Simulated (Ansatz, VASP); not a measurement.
## One calculation of Bi2Se3, two programs

Contents of INCAR:

```
SYSTEM = Bi2Se3
PREC = Accurate
ENCUT = 500
EDIFF = 1E-6
ISMEAR = 0
SIGMA = 0.03
LREAL = .False.
LASPH = .True.
NELM = 120
ALGO = Normal
ISIF = 2
LWAVE = .False.
LCHARG = .False.
GGA = PE
NBANDS = 32
GGA_COMPAT = .False.
KPAR = 4
```

The input KPOINTS:

```
Automatic mesh
0
Gamma
  12 12 12
  0 0 0
```

Contents of POSCAR:

```
Bi2Se3
1.0
    2.0714992968      1.1959806766      9.5453300000
   -2.0714992968      1.1959806766      9.5453300000
    0.0000000000     -2.3919613533      9.5453300000
Bi Se
2 3
Direct
    0.3846864786      0.4109942687      0.4109942687
    0.5830864786      0.6093942687      0.6093942687
    0.0000000000      0.0000000000      0.0000000000
    0.2117000000      0.2117000000      0.2117000000
    0.7883000000      0.7883000000      0.7883000000
```

Input for Ansatz:

```yaml
crystal:
  lattice:
    - [2.0714992968, 1.1959806766, 9.54533]
    - [-2.0714992968, 1.1959806766, 9.54533]
    - [0.0, -2.3919613533, 9.54533]
  atoms:
    - { symbol: Bi, position: [0.3846864786, 0.4109942687, 0.4109942687] }
    - { symbol: Bi, position: [0.5830864786, 0.6093942687, 0.6093942687] }
    - { symbol: Se, position: [0.0, 0.0, 0.0] }
    - { symbol: Se, position: [0.2117, 0.2117, 0.2117] }
    - { symbol: Se, position: [0.7883, 0.7883, 0.7883] }
basis:
  ecutwfc: 420
kpoints:
  mp_grid: { grid: [12, 12, 12] }
hamiltonian:
  xc: pbe
scf:
  occupations: { method: gaussian, width: 0.03 }
output:
  forces: true
  stress: true
  eigenvalues: true
```

Change from the starting cell: all Bi atoms moved +0.075 Å, as atom 1 towards its neighbour atom 5 (Se) at 2.851 Å.

Alike in both runs: task single point; functional PBE; k mesh 12 × 12 × 12; occupations gaussian, width 0.03 eV; no spin polarisation.

|  | VASP | Ansatz |
| --- | --- | --- |
| version | VASP 6.6.1 | Ansatz 0.2.0 |
| potentials or method | VASP PAW PBE potentials, release 64 (Bi_d, Se), cutoff 500 eV | scalar-relativistic, plane waves, PAW |
| valence electrons in the cell | 48 | 78 |

|  | VASP | Ansatz | Ansatz less VASP |
| --- | --- | --- | --- |
| gap on the k mesh at the Fermi level (eV) | 0.30 | 0.30 | +0.001 |
| least direct gap on the mesh (eV) | 0.30 | 0.30 | +0.001 |
| pressure (GPa) | 2.7 | 2.6 | -0.03 |
| traceless stress, the component that is largest in VASP (GPa) | -0.13 | -0.13 | +0.001 |
| rms of the force components (eV/Å) | 0.184 | 0.181 | -0.0036 |

Atom by atom the forces differ by 0.006 eV/Å (rms over components). VASP's potentials hold 48 valence electrons a cell and Ansatz's 78, so a difference there can come from the potentials and not from the codes.

Spin-orbit coupling is off throughout.
